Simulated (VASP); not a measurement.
BaZrO3, 5 atoms in the cell. It takes space group Pmmm (No. 47, orthorhombic). The conventional cell has a = 3.691 Å, b = 3.805 Å, c = 4.147 Å, α = 90.00°, β = 90.00°, γ = 90.00°. Ba (site symmetry mmm) has 12 O at 2.65 to 2.81 Å and 8 Zr at 3.37 Å within 3.5 Å. Zr (site symmetry mmm) has 6 O at 1.85 to 2.07 Å within 2.4 Å. Within 2.4 Å of O (site symmetry mmm) lie 2 Zr at 1.85 Å. O (site symmetry mmm) has 2 Zr at 1.90 Å within 2.5 Å. O (site symmetry mmm) has 2 Zr at 2.07 Å and 4 Ba at 2.65 Å and 8 O at 2.78 to 2.81 Å within 2.9 Å.  This cell differs from its parent crystal: normal strain along x -0.1100, normal strain along y -0.0825.

- Program: VASP 6.6.1
- Task: single point
- Functional: LDA
- Potentials or basis: VASP PAW LDA potentials, release 64 (Ba_sv, Zr_sv, O)
- Cutoff: 520 eV
- k mesh: 6 × 6 × 6
- Occupations: gaussian, width 0.05 eV
- Spin: no spin polarisation
- Dipole correction: no
- Further INCAR settings: ALGO = Normal; EDIFF = 1e-06; NBANDS = 28

Potentials or basis: VASP PAW LDA potentials, release 64 (Ba_sv, Zr_sv, O).

The run is started by

```console
$ cat potpaw_LDA.64/Ba_sv/POTCAR potpaw_LDA.64/Zr_sv/POTCAR potpaw_LDA.64/O/POTCAR > POTCAR
$ mpirun -np 1 vasp_std > vasp.out
```

Hardware: 1 thread of Intel(R) Xeon(R) Platinum 8375C CPU @ 2.90GHz (Ice Lake), on a shared host.

**Question.** Estimate the wall time of this run.

**Answer.** Wall time 110 s on 1 thread of Intel(R) Xeon(R) Platinum 8375C CPU @ 2.90GHz (Ice Lake), with other jobs on the host, peak memory 0.22 GiB. Counts: scf iterations 14, k points 64.
